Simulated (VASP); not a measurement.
# AlFeB3 (Pm-3m) in VASP: further runs

The runs below take AlFeB3 through single point, relaxation of cell and atoms, with PBE.

Program: VASP 6.6.1. These are calculated values, not measurements. Logs are shortened: lines on timing, memory, paths and dates and some standing lists are left out, and cuts for length are marked.

## Step 1: The cell of the first run

It takes space group Pm-3m (No. 221, cubic). Conventional cell: a = 3.806 Å, b = 3.806 Å, c = 3.806 Å, α = 90.00°, β = 90.00°, γ = 90.00°. Within 3.5 Å of Al (site symmetry m-3m) lie 12 B at 2.69 Å and 8 Fe at 3.30 Å. Within 2.5 Å of Fe (site symmetry m-3m) lie 6 B at 1.90 Å. B (site symmetry 4/mmm) has 2 Fe at 1.90 Å within 2.5 Å.

## Step 2: Single point, PBE

Contents of INCAR:

```
  PREC = Accurate
  ENCUT = 520
  EDIFF = 1E-6
  ISMEAR = 0
  SIGMA = 0.1
  LREAL = F
  LASPH = T
  NELM = 60
  ALGO = Normal
  ISIF = 2
  LWAVE = F
  LCHARG = F
  GGA = PE
  NBANDS = 18
```

Contents of KPOINTS:

```
regular mesh
0
Gamma
  10 10 10
```

Contents of POSCAR:

```
AlFeB3
1.0
    3.8059383385      0.0000000000      0.0000000000
    0.0000000000      3.8059383385      0.0000000000
    0.0000000000      0.0000000000      3.8059383385
Al Fe B
1 1 3
Direct
    0.0000000000      0.0000000000      0.0000000000
    0.5000000000      0.5000000000      0.5000000000
    0.0000000000      0.5000000000      0.5000000000
    0.5000000000      0.0000000000      0.5000000000
    0.5000000000      0.5000000000      0.0000000000
```

Potentials or basis: VASP PAW PBE potentials, release 64 (Al, Fe, B).

The run is started by

```sh
$ cat potpaw_PBE.64/Al/POTCAR potpaw_PBE.64/Fe/POTCAR potpaw_PBE.64/B/POTCAR > POTCAR
$ mpirun -np 1 vasp_std > vasp.out
```

OUTCAR:

```text
PREC = Accurate
   ENCUT = 520
   EDIFF = 1E-6
   ISMEAR = 0
   LREAL = F
   LASPH = T
   NELM = 60
   ISIF = 2
   GGA = PE

 ion  position               nearest neighbor table
   1  0.000  0.000  0.000-   3 2.69   4 2.69   5 2.69   3 2.69   4 2.69   3 2.69   5 2.69   3 2.69
                             4 2.69   5 2.69   4 2.69   5 2.69
   2  0.500  0.500  0.500-   3 1.90   4 1.90   5 1.90   5 1.90   4 1.90   3 1.90
   3  0.000  0.500  0.500-   2 1.90   2 1.90   1 2.69   1 2.69   1 2.69   1 2.69
   4  0.500  0.000  0.500-   2 1.90   2 1.90   1 2.69   1 2.69   1 2.69   1 2.69
   5  0.500  0.500  0.000-   2 1.90   2 1.90   1 2.69   1 2.69   1 2.69   1 2.69

  LATTYP: Found a simple cubic cell.
 ALAT       =     3.8059383385

  Lattice vectors:

 A1 = (   3.8059383385,   0.0000000000,   0.0000000000)
 A2 = (   0.0000000000,   3.8059383385,   0.0000000000)
 A3 = (   0.0000000000,   0.0000000000,   3.8059383385)

Analysis of symmetry for initial positions (statically):
=====================================================================
 Subroutine PRICEL returns:
 Original cell was already a primitive cell.

 Routine SETGRP: Setting up the symmetry group for a
 simple cubic supercell.

 Subroutine GETGRP returns: Found 48 space group operations
 (whereof 48 operations were pure point group operations)
 out of a pool of 48 trial point group operations.

The static configuration has the point symmetry O_h .

Analysis of symmetry for dynamics (positions and initial velocities):
=====================================================================
 Subroutine PRICEL returns:
 Original cell was already a primitive cell.

 Routine SETGRP: Setting up the symmetry group for a
 simple cubic supercell.

 Subroutine GETGRP returns: Found 48 space group operations
 (whereof 48 operations were pure point group operations)
 out of a pool of 48 trial point group operations.

The dynamic configuration has the point symmetry O_h .

 Subroutine INISYM returns: Found 48 space group operations
 (whereof 48 operations are pure point group operations),
 and found     1 'primitive' translations

----------------------------------------------------------------------------------------

                                     Primitive cell

  volume of cell :      55.1297

  direct lattice vectors                    reciprocal lattice vectors
[... 95 lines left out ...]
   EDIFFG = 0.1E-04   stopping-criterion for IOM
   NSW    =      0    number of steps for IOM
   IBRION =     -1    ionic relax: 0-MD 1-quasi-New 2-CG
   NFREE  =      0    steps in history (QN), initial steepest desc. (CG)
   ISIF   =      2    stress and relaxation
   ISYM   =      2    0-nonsym 1-usesym 2-fastsym
   POTIM  = 0.5000    time-step for ionic-motion
   TEBEG  =    0.0;   TEEND  =   0.0 temperature during run
   PSTRESS=    0.0 pullay stress
   NELECT =      20.0000    total number of electrons
   NUPDOWN=      -1.0000    fix difference up-down
   EMIN   =  10.00;   EMAX   =-10.00  energy-range for DOS
   EFERMI =   0.00;   METHOD = LEGACY
   ISMEAR =     0;   SIGMA  =   0.10  broadening in eV -4-tet -1-fermi 0-gaus
   EFERMI_NEDOS =   21; number of points for ismear=-14 and -15
   IALGO  =     38    algorithm
   IMIX   =      4    mixing-type and parameters
     AMIX     =   0.40;   BMIX     =  1.00
     AMIX_MAG =   1.60;   BMIX_MAG =  1.00
  volume/ion in A,a.u.               =      11.03        74.41
  Fermi-wavevector in a.u.,A,eV,Ry     =   1.167588  2.206422 18.548313  1.363263
  Thomas-Fermi vector in A             =   2.304086
   LORBIT       =      0    0 simple, 1 ext, 2 COOP (PROOUT), +10 PAW based schemes
   GGA     = PE    functional components
   LHFCALC =     F    Hartree Fock is set to
   AEXX    =    0.0000 exact exchange contribution
   IVDW    =     0    specifies the selected vdW correction
   LEPSILON=     F    determine dielectric tensor
   LRPA    =     F    only Hartree local field effects (RPA)
 non-spin polarized calculation
 Gauss-broadening in eV      SIGMA  =   0.10
  energy-cutoff  :      520.00
  volume of cell :       55.13
 maximum number of plane-waves:      1503
   NGX = 15   NGY = 15   NGZ = 15

 number of electron      19.9999990 magnetization

 Free energy of the ion-electron system (eV)
  ---------------------------------------------------
  ext. energy  EPLUGINS =         0.00000000
  ---------------------------------------------------
  free energy    TOTEN  =       -27.85613632 eV

  energy without entropy =      -27.84060380  energy(sigma->0) =      -27.84837006

 E-fermi :   6.4858     XC(G=0): -11.1372

 val. band max:        6.4528473354   @ k =   0.3000   0.0000   0.0000
 cond. band min:       6.4918875776   @ k =   0.5000   0.3000   0.3000
 fundamental gap:      0.0390402422
 Fermi energy:         6.4858445205

 k-point     1 :       0.0000    0.0000    0.0000
  band No.  band energies     occupation
      1      -5.9503      2.00000
      2       0.2714      2.00000
      3       0.2714      2.00000
      4       2.3964      2.00000
      5       2.3964      2.00000
      6       2.3964      2.00000
[... 481 lines left out ...]
      5       2.4737      2.00000
      6       2.6412      2.00000
[... 10 lines left out ...]
     17      10.6844      0.00000
     18      11.1088      0.00000

 [... further k-points ...]

------------------------ aborting loop because EDIFF is reached ----------------------------------------

  FORCE on cell =-STRESS in cart. coord.  units (eV):
  Direction    XX          YY          ZZ          XY          YZ          ZX
  --------------------------------------------------------------------------------------
  -------------------------------------------------------------------------------------
  Total       -0.0601176     -0.0601176     -0.0601176      0.0000000     -0.0000000      0.0000000
  in kB       -1.7471378     -1.7471378     -1.7471378      0.0000000     -0.0000000      0.0000000
  external PRESSURE =      -1.7471378 kB  Pullay stress =       0.0000000 kB

 VOLUME and BASIS-vectors are now :
 -----------------------------------------------------------------------------
  energy-cutoff  :      520.00
  volume of cell :       55.13
      direct lattice vectors                 reciprocal lattice vectors
     3.805938338  0.000000000  0.000000000     0.262747294  0.000000000  0.000000000
     0.000000000  3.805938338  0.000000000     0.000000000  0.262747294  0.000000000
     0.000000000  0.000000000  3.805938338     0.000000000  0.000000000  0.262747294

 POSITION                                       TOTAL-FORCE (eV/Angst)
 -----------------------------------------------------------------------------------
      0.00000      0.00000      0.00000         0.000000      0.000000      0.000000
      1.90297      1.90297      1.90297         0.000000      0.000000      0.000000
      0.00000      1.90297      1.90297         0.000000      0.000000      0.000000
      1.90297      0.00000      1.90297         0.000000      0.000000      0.000000
      1.90297      1.90297      0.00000         0.000000      0.000000      0.000000
 -----------------------------------------------------------------------------------
    total drift:                                0.000000      0.000000      0.000000

  FREE ENERGIE OF THE ION-ELECTRON SYSTEM (eV)
  ---------------------------------------------------
  free  energy   TOTEN  =       -27.8561363170 eV

  energy  without entropy=      -27.8406038001  energy(sigma->0) =      -27.84837006
```

OSZICAR:

```text
N       E                     dE             d eps       ncg     rms          rms(c)
DAV:   1     0.796906148050E+02    0.79691E+02   -0.82019E+03  2016   0.103E+03
DAV:   2    -0.236935583935E+02   -0.10338E+03   -0.94971E+02  2084   0.214E+02
DAV:   3    -0.310904951085E+02   -0.73969E+01   -0.71111E+01  2820   0.607E+01
DAV:   4    -0.312830846145E+02   -0.19259E+00   -0.19098E+00  2440   0.927E+00
DAV:   5    -0.312866188763E+02   -0.35343E-02   -0.35322E-02  2476   0.134E+00    0.238E+01
DAV:   6    -0.422174285368E+02   -0.10931E+02   -0.12059E+02  2498   0.151E+02    0.332E+01
DAV:   7    -0.278954155436E+02    0.14322E+02   -0.29100E+01  2872   0.125E+02    0.360E+00
DAV:   8    -0.279907413769E+02   -0.95326E-01   -0.30487E+00  2778   0.140E+01    0.409E+00
DAV:   9    -0.278900308939E+02    0.10071E+00   -0.85820E-01  2528   0.141E+01    0.262E+00
DAV:  10    -0.278590740381E+02    0.30957E-01   -0.69469E-02  3124   0.357E+00    0.118E+00
DAV:  11    -0.278562258151E+02    0.28482E-02   -0.87921E-03  3068   0.118E+00    0.432E-01
DAV:  12    -0.278564309674E+02   -0.20515E-03   -0.55788E-04  2918   0.250E-01    0.246E-01
DAV:  13    -0.278561378330E+02    0.29313E-03   -0.78926E-04  2904   0.409E-01    0.208E-02
DAV:  14    -0.278561367061E+02    0.11269E-05   -0.21912E-05  2236   0.329E-02    0.823E-03
DAV:  15    -0.278561363170E+02    0.38912E-06   -0.24501E-06  1706   0.222E-02
   1 F= -.27856136E+02 E0= -.27848370E+02  d E =-.155325E-01
```

Run time: 20 s. Hardware: 1 thread of Intel Xeon 6975P-C (Granite Rapids), shared host; peak memory 0.19 GiB.

Results:

```yaml
Free_energy: -27.8561 eV
Pressure: -0.2 GPa
Band_gap_on_the_k_mesh: zero (band 10 reaches 7.11 eV, above the bottom of band 11 at 6.09 eV)
```

Levels at points of the mesh, in eV from the Fermi level:
```csv
k point,band 6,band 7,band 8,band 9,band 10,band 11,band 12,band 13,band 14,band 15
"(0.00, 0.00, 0.00)",-4.09,-2.04,-2.04,-2.04,-0.23,1.52,1.52,2.25,2.25,2.25
"(0.50, 0.00, 0.00)",-3.68,-2.39,-2.39,-1.98,-0.44,-0.40,1.46,1.46,2.68,2.81
"(0.50, 0.50, 0.00)",-4.10,-3.35,-3.35,-1.05,-0.34,0.80,0.80,2.41,2.41,3.15
"(0.50, 0.50, 0.50)",-6.30,-5.76,-4.07,-4.07,-3.24,0.02,0.02,0.02,5.49,5.49
```

Spin polarisation is off, so any magnetic state and its effect on volume and gap are missing.

(Continued in part 2 of 2.)
